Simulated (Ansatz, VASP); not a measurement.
## FeO: VASP beside Ansatz

INCAR

```
SYSTEM = FeO
PREC = Accurate
ENCUT = 520
EDIFF = 1E-7
ISMEAR = -1
SIGMA = 0.05
LREAL = .False.
LASPH = .True.
NELM = 150
ALGO = Normal
ISIF = 2
LWAVE = .False.
LCHARG = .True.
ISPIN = 2
MAGMOM = 3 0
LORBIT = 11
LMAXMIX = 4
GGA = PE
LELF = .True.
LVHAR = .True.
NBANDS = 18
```

KPOINTS

```
Automatic mesh
0
Gamma
  10 10 10
  0 0 0
```

Contents of POSCAR:

```
FeO
1.0
    2.6124696300      0.0000000000      0.0000000000
    0.0000000000      2.6124696300      0.0000000000
    0.0000000000      0.0000000000      2.6124696300
Fe O
1 1
Direct
    0.0125980000      0.0026840000     -0.0035830000
    0.4841330000      0.5022170000      0.5003560000
```

input.yaml

```yaml
crystal:
  lattice:
    - [2.61246963, 0.0, 0.0]
    - [0.0, 2.61246963, 0.0]
    - [0.0, 0.0, 2.61246963]
  atoms:
    - { symbol: Fe, position: [0.012598, 0.002684, -0.003583], spin: 3.0 }
    - { symbol: O, position: [0.484133, 0.502217, 0.500356] }
hamiltonian:
  xc: pbe
  pseudopotentials: { kind: paw }
magnetization:
  spin_polarized: true
kpoints:
  mp_grid: { grid: [10, 10, 10] }
scf:
  occupations: { method: fermi_dirac, width: 0.05 }
output:
  forces: true
  stress: true
  eigenvalues: true
  write_density: true
  write_potential: true
  elf: true
  volumetric_format: npy
```

Change from the starting cell: atoms moved at random, drawn with an rms of 0.05 Å.

Alike in both runs: task single point; functional PBE; k mesh 10 × 10 × 10; occupations fermi-dirac, width 0.05 eV; collinear spin.

|  | VASP | Ansatz |
| --- | --- | --- |
| version | VASP 6.6.1 | Ansatz 0.2.0 |
| potentials or method | VASP PAW PBE potentials, release 64 (Fe, O) | Ansatz PAW |
| plane-wave cutoff (eV) | 520 | 420 |
| valence electrons in the cell | 14 | 22 |

VASP gave:

- gap on the k mesh at the Fermi level (eV): none
- pressure (GPa): 9.8
- traceless stress, the component that is largest in VASP (GPa): -0.17
- rms of the force components (eV/Å): 0.077
- net moment per atom (μB): 2.00
- size of the moment on the site where the two differ most (μB): 3.53

Estimate Ansatz's values.

gap on the k mesh at the Fermi level (eV): none; pressure (GPa): 9.8; traceless stress, the component that is largest in VASP (GPa): -0.16; rms of the force components (eV/Å): 0.072; net moment per atom (μB): 2.00; size of the moment on the site where the two differ most (μB): 3.41.

Site moments also hang on the region over which each program counts them. Atom by atom the forces differ by 0.005 eV/Å (rms over components). A gap of «none» marks a metal or a gap that the smearing closes. VASP's potentials hold 14 valence electrons a cell and Ansatz's 22, so a difference there can come from the potentials and not from the codes.
